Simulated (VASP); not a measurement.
# KMgP3 (Pm-3m) in VASP: single point with r2SCAN

Aim: the single point of KMgP3 with r2SCAN.

All numbers are computed with VASP 6.6.1; they aren't measurements. Logs are shortened: lines on timing, memory, paths and dates and some standing lists are left out, and cuts for length are marked.

## (1) The cell of the first run

The structure is cubic, space group Pm-3m (No. 221). Conventional cell: a = 4.324 Å, b = 4.324 Å, c = 4.324 Å, α = 90.00°, β = 90.00°, γ = 90.00°. Within 4.0 Å of K (site symmetry m-3m) lie 12 P at 3.06 Å and 8 Mg at 3.74 Å. Within 2.9 Å of Mg (site symmetry m-3m) lie 6 P at 2.16 Å. P (site symmetry 4/mmm) has 2 Mg at 2.16 Å within 2.9 Å.

## (2) Single point, r2SCAN

POSCAR reads:

```
KMgP3
1.0
    4.3236680000      0.0000000000      0.0000000000
    0.0000000000      4.3236680000      0.0000000000
    0.0000000000      0.0000000000      4.3236680000
K Mg P
1 1 3
Direct
    0.5000000000      0.5000000000      0.5000000000
    0.0000000000      0.0000000000      0.0000000000
    0.5000000000      0.0000000000      0.0000000000
    0.0000000000      0.5000000000      0.0000000000
    0.0000000000      0.0000000000      0.5000000000
```

INCAR.step1 reads:

```
SYSTEM = KMgP3
PREC = Accurate
ENCUT = 520
ISMEAR = 0
SIGMA = 0.0638
LREAL = .False.
LASPH = .True.
NELM = 100
NBANDS = 21
GGA = PE
ALGO = Normal
EDIFF = 1E-4
LWAVE = .True.
LCHARG = .False.
```

INCAR.step2 reads:

```
SYSTEM = KMgP3
PREC = Accurate
ENCUT = 520
EDIFF = 1E-6
ISMEAR = 0
SIGMA = 0.0638
LREAL = .False.
LASPH = .True.
NELM = 100
ALGO = Normal
ISIF = 2
LWAVE = .False.
LCHARG = .True.
METAGGA = R2SCAN
LMIXTAU = .True.
LELF = .True.
LVHAR = .True.
NBANDS = 21
ISTART = 1
```

KPOINTS reads:

```
regular mesh
0
Gamma
  8 8 8
  0 0 0
```

Potentials or basis: VASP PAW PBE potentials, release 64 (K_sv, Mg, P).

Started as:

```sh
$ cat potpaw_PBE.64/K_sv/POTCAR potpaw_PBE.64/Mg/POTCAR potpaw_PBE.64/P/POTCAR > POTCAR
$ cp INCAR.step1 INCAR
$ mpirun -np 1 vasp_std > vasp.out
$ cp INCAR.step2 INCAR
$ mpirun -np 1 vasp_std > vasp.out
```

OUTCAR:

```text
SYSTEM = KMgP3
   PREC = Accurate
   ENCUT = 520
   EDIFF = 1E-6
   ISMEAR = 0
   LREAL = .False.
   LASPH = .True.
   NELM = 100
   ISIF = 2
   METAGGA = R2SCAN
   ISTART = 1

 ion  position               nearest neighbor table
   1  0.500  0.500  0.500-   3 3.06   4 3.06   5 3.06   3 3.06   4 3.06   3 3.06   5 3.06   3 3.06
                             4 3.06   5 3.06   4 3.06   5 3.06
   2  0.000  0.000  0.000-   3 2.16   4 2.16   5 2.16   5 2.16   4 2.16   3 2.16
   3  0.500  0.000  0.000-   2 2.16   2 2.16   1 3.06   1 3.06   1 3.06   1 3.06
   4  0.000  0.500  0.000-   2 2.16   2 2.16   1 3.06   1 3.06   1 3.06   1 3.06
   5  0.000  0.000  0.500-   2 2.16   2 2.16   1 3.06   1 3.06   1 3.06   1 3.06

  LATTYP: Found a simple cubic cell.
 ALAT       =     4.3236680000

  Lattice vectors:

 A1 = (   4.3236680000,   0.0000000000,   0.0000000000)
 A2 = (   0.0000000000,   4.3236680000,   0.0000000000)
 A3 = (   0.0000000000,   0.0000000000,   4.3236680000)

Analysis of symmetry for initial positions (statically):
=====================================================================
 Subroutine PRICEL returns:
 Original cell was already a primitive cell.

 Routine SETGRP: Setting up the symmetry group for a
 simple cubic supercell.

 Subroutine GETGRP returns: Found 48 space group operations
 (whereof 48 operations were pure point group operations)
 out of a pool of 48 trial point group operations.

The static configuration has the point symmetry O_h .

Analysis of symmetry for dynamics (positions and initial velocities):
=====================================================================
 Subroutine PRICEL returns:
 Original cell was already a primitive cell.

 Routine SETGRP: Setting up the symmetry group for a
 simple cubic supercell.

 Subroutine GETGRP returns: Found 48 space group operations
 (whereof 48 operations were pure point group operations)
 out of a pool of 48 trial point group operations.

The dynamic configuration has the point symmetry O_h .

 Subroutine INISYM returns: Found 48 space group operations
 (whereof 48 operations are pure point group operations),
 and found     1 'primitive' translations

----------------------------------------------------------------------------------------

                                     Primitive cell

  volume of cell :      80.8271

  direct lattice vectors                    reciprocal lattice vectors
     4.323668000  0.000000000  0.000000000     0.231285103  0.000000000  0.000000000
     0.000000000  4.323668000  0.000000000     0.000000000  0.231285103  0.000000000
     0.000000000  0.000000000  4.323668000     0.000000000  0.000000000  0.231285103

  length of vectors
     4.323668000  4.323668000  4.323668000     0.231285103  0.231285103  0.231285103

  position of ions in fractional coordinates (direct lattice)
     0.500000000  0.500000000  0.500000000
     0.000000000  0.000000000  0.000000000
     0.500000000  0.000000000  0.000000000
     0.000000000  0.500000000  0.000000000
     0.000000000  0.000000000  0.500000000

  ion indices of the primitive-cell ions
   primitive index   ion index
                 1           1
                 2           2
                 3           3
                 4           4
                 5           5

----------------------------------------------------------------------------------------

 KPOINTS: regular mesh

Automatic generation of k-mesh.
 Grid dimensions read from file:
 generate k-points for:    8    8    8

 Generating k-lattice:

  Cartesian coordinates                     Fractional coordinates (reciprocal lattice)
     0.028910638  0.000000000  0.000000000     0.125000000  0.000000000  0.000000000
     0.000000000  0.028910638  0.000000000     0.000000000  0.125000000  0.000000000
     0.000000000  0.000000000  0.028910638     0.000000000  0.000000000  0.125000000

  Length of vectors
     0.028910638  0.028910638  0.028910638

  Shift w.r.t. Gamma in fractional coordinates (k-lattice)
     0.000000000  0.000000000  0.000000000

 Subroutine IBZKPT returns following result:
 ===========================================

 Found     35 irreducible k-points:

 Following reciprocal coordinates:
            Coordinates               Weight
  0.000000  0.000000  0.000000      1.000000
  0.125000  0.000000  0.000000      6.000000
  0.250000  0.000000  0.000000      6.000000
  0.375000  0.000000  0.000000      6.000000
  0.500000  0.000000  0.000000      3.000000
  0.125000  0.125000  0.000000     12.000000
[... 16 lines left out ...]
  0.375000  0.375000  0.125000     24.000000
  0.500000  0.375000  0.125000     24.000000
 [... further k-points ...]
   k-points           NKPTS =     35   k-points in BZ     NKDIM =     35   number of bands    NBANDS=     21
   number of dos      NEDOS =    301   number of ions     NIONS =      5
   total plane-waves  NPLWV =  32768
   dimension x,y,z NGX =    32 NGY =   32 NGZ =   32
   dimension x,y,z NGXF=    64 NGYF=   64 NGZF=   64
   ions per type =               1   1   3
   NGX,Y,Z   is equivalent  to a cutoff of  12.30, 12.30, 12.30 a.u.
   NGXF,Y,Z  is equivalent  to a cutoff of  24.61, 24.61, 24.61 a.u.
 SYSTEM =  KMgP3
   PREC   = accura    normal or accurate (medium, high low for compatibility)
   ISTART =      1    job   : 0-new  1-cont  2-samecut
   ICHARG =      0    charge: 1-file 2-atom 10-const
   ISPIN  =      1    spin polarized calculation?
   LNONCOLLINEAR =      F non collinear calculations
   LSORBIT =      F    spin-orbit coupling
   LASPH  =      T    aspherical Exc in radial PAW
   ENCUT  =  520.0 eV  38.22 Ry    6.18 a.u.   8.04  8.04  8.04*2*pi/ulx,y,z
   NELM   =    100;   NELMIN=  2; NELMDL=  0     # of ELM steps
   EDIFF  = 0.1E-05   stopping-criterion for ELM
   LREAL  =      F    real-space projection
   EDIFFG = 0.1E-04   stopping-criterion for IOM
   NSW    =      0    number of steps for IOM
   IBRION =     -1    ionic relax: 0-MD 1-quasi-New 2-CG
   NFREE  =      0    steps in history (QN), initial steepest desc. (CG)
   ISIF   =      2    stress and relaxation
   ISYM   =      2    0-nonsym 1-usesym 2-fastsym
   POTIM  = 0.5000    time-step for ionic-motion
   TEBEG  =    0.0;   TEEND  =   0.0 temperature during run
   PSTRESS=    0.0 pullay stress
   NELECT =      26.0000    total number of electrons
   NUPDOWN=      -1.0000    fix difference up-down
   EMIN   =  10.00;   EMAX   =-10.00  energy-range for DOS
   EFERMI =   0.00;   METHOD = LEGACY
   ISMEAR =     0;   SIGMA  =   0.06  broadening in eV -4-tet -1-fermi 0-gaus
   EFERMI_NEDOS =   21; number of points for ismear=-14 and -15
   IALGO  =     38    algorithm
   IMIX   =      4    mixing-type and parameters
     AMIX     =   0.40;   BMIX     =  1.00
     AMIX_MAG =   1.60;   BMIX_MAG =  1.00
  volume/ion in A,a.u.               =      16.17       109.09
  Fermi-wavevector in a.u.,A,eV,Ry     =   1.121709  2.119723 17.119279  1.258231
  Thomas-Fermi vector in A             =   2.258364
   LORBIT       =      0    0 simple, 1 ext, 2 COOP (PROOUT), +10 PAW based schemes
   METAGGA = R2SCAN    functional components
   LHFCALC =     F    Hartree Fock is set to
   AEXX    =    0.0000 exact exchange contribution
   IVDW    =     0    specifies the selected vdW correction
   LEPSILON=     F    determine dielectric tensor
   LRPA    =     F    only Hartree local field effects (RPA)
 non-spin polarized calculation
 Gauss-broadening in eV      SIGMA  =   0.06
  energy-cutoff  :      520.00
  volume of cell :       80.83
 maximum number of plane-waves:      2216
   NGX = 17   NGY = 17   NGZ = 17

 number of electron      25.9999997 magnetization

 Free energy of the ion-electron system (eV)
  ---------------------------------------------------
  ext. energy  EPLUGINS =         0.00000000
  ---------------------------------------------------
  free energy    TOTEN  =       -31.73587187 eV

  energy without entropy =      -31.72714841  energy(sigma->0) =      -31.73151014

 E-fermi :   5.9604     XC(G=0): -11.0745

 val. band max:        5.9587937897   @ k =   0.2500   0.2500   0.0000
 cond. band min:       6.0090146334   @ k =   0.5000   0.3750   0.1250
 fundamental gap:      0.0502208437
 Fermi energy:         5.9604492706

 k-point     1 :       0.0000    0.0000    0.0000
  band No.  band energies     occupation
      1     -24.8650      2.00000
      2      -7.8896      2.00000
      3      -7.7713      2.00000
      4      -7.7713      2.00000
      5      -7.7713      2.00000
      6      -3.0103      2.00000
[... 13 lines left out ...]
     20       9.9502      0.00000
     21      10.6325      0.00000

 k-point     2 :       0.1250    0.0000    0.0000
  band No.  band energies     occupation
      1     -24.8637      2.00000
      2      -8.1489      2.00000
      3      -7.7653      2.00000
      4      -7.7653      2.00000
      5      -7.4330      2.00000
      6      -3.2931      2.00000
[... 13 lines left out ...]
     20      10.7549      0.00000
     21      10.8764      0.00000

 k-point     3 :       0.2500    0.0000    0.0000
  band No.  band energies     occupation
      1     -24.8606      2.00000
      2      -8.3857      2.00000
      3      -7.7507      2.00000
      4      -7.7507      2.00000
      5      -6.9484      2.00000
      6      -3.9610      2.00000
[... 13 lines left out ...]
     20      12.3560      0.00000
     21      12.3560      0.00000
[... 457 lines left out ...]
 k-point    23 :       0.3750    0.3750    0.1250
  band No.  band energies     occupation
      1     -24.8498      2.00000
      2      -8.2028      2.00000
      3      -8.0615      2.00000
      4      -7.7453      2.00000
      5      -5.7632      2.00000
      6      -4.3784      2.00000
[... 13 lines left out ...]
     20      13.8392      0.00000
     21      14.9760      0.00000

 k-point    24 :       0.5000    0.3750    0.1250
  band No.  band energies     occupation
      1     -24.8487      2.00000
      2      -8.1851      2.00000
      3      -8.0672      2.00000
      4      -7.7370      2.00000
      5      -5.5943      2.00000
      6      -4.6213      2.00000
[... 13 lines left out ...]
     20      14.0517      0.00000
     21      14.8588      0.00000

 [... further k-points ...]
[... 5 lines left out ...]
  --------------------------------------------------------------------------------------
  -------------------------------------------------------------------------------------
  Total       17.9112430     17.9112430     17.9112430      0.0000000      0.0000000     -0.0000000
  in kB      355.0416410    355.0416410    355.0416410      0.0000000      0.0000000     -0.0000000
  external PRESSURE =     355.0416410 kB  Pullay stress =       0.0000000 kB

 VOLUME and BASIS-vectors are now :
 -----------------------------------------------------------------------------
  energy-cutoff  :      520.00
  volume of cell :       80.83
      direct lattice vectors                 reciprocal lattice vectors
     4.323668000  0.000000000  0.000000000     0.231285103  0.000000000  0.000000000
     0.000000000  4.323668000  0.000000000     0.000000000  0.231285103  0.000000000
     0.000000000  0.000000000  4.323668000     0.000000000  0.000000000  0.231285103

 POSITION                                       TOTAL-FORCE (eV/Angst)
 -----------------------------------------------------------------------------------
      2.16183      2.16183      2.16183         0.000000      0.000000      0.000000
      0.00000      0.00000      0.00000         0.000000      0.000000      0.000000
      2.16183      0.00000      0.00000         0.000000      0.000000      0.000000
      0.00000      2.16183      0.00000         0.000000      0.000000      0.000000
      0.00000      0.00000      2.16183         0.000000      0.000000      0.000000
 -----------------------------------------------------------------------------------
    total drift:                                0.000000      0.000000     -0.000000

  FREE ENERGIE OF THE ION-ELECTRON SYSTEM (eV)
  ---------------------------------------------------
  free  energy   TOTEN  =       -31.7358718674 eV

  energy  without entropy=      -31.7271484052  energy(sigma->0) =      -31.73151014
```

Wall time 1.9 min (1 thread of Intel Xeon Platinum 8259CL at 2.50GHz (Skylake/Cascade Lake), shared host); peak memory 0.22 GiB.

What came out:

```yaml
Free_energy: -31.7359 eV
Pressure: 35.5 GPa
Band_gap_on_the_k_mesh: zero (band 13 reaches 6.93 eV, above the bottom of band 14 at 4.89 eV)
```

Caveat: the PAW data sets were made with another functional, which shifts forces and pressure a little.
